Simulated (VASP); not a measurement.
Runs of VASP 6.6.1 on PtS2. The structure is that of space group P-3m1 (No. 164), or close to it. The cells are those of the table. 

```csv
task,cell,k mesh,cutoff (eV),gap on the mesh (eV),pressure (GPa),relaxed volume (Å³/atom),largest force (eV/Å)
relaxation of cell and atoms,"relaxed from a = 3.577, b = 3.577, c = 6.458 Å, angles 90.0, 90.0, 120.0°, 3 atoms",9 × 9 × 4,600,1.56,0.0,23.79,-
single point,"a = 3.577, b = 3.577, c = 6.458 Å, angles 90.0, 90.0, 120.0°, 3 atoms",9 × 9 × 4,520,1.56,-0.4,-,0.04
single point,"a = 3.577, b = 3.577, c = 6.458 Å, angles 90.0, 90.0, 120.0°, 3 atoms",9 × 9 × 6,520,(a),-0.4,-,0.04
relaxation of cell and atoms,"relaxed from a = 3.549, b = 3.549, c = 5.597 Å, angles 90.0, 90.0, 120.0°, 3 atoms",9 × 9 × 6,600,1.51,0.0,23.27,-
```

Alike in all rows: level PBE; potentials or basis VASP PAW PBE potentials, release 64 (Pt, S); no spin polarisation; smearing gaussian 0.02 eV.

Problem. Estimate the missing entries.

Solution. (a) 1.55.

Caveats: spin-orbit coupling is left out, which moves the levels of the heavy elements; this functional lacks dispersion, which binds the layers, so the pressure and a relaxed spacing across them are unreliable.

A k mesh can miss the band edges, and the runs leave out spin-orbit coupling on Pt.
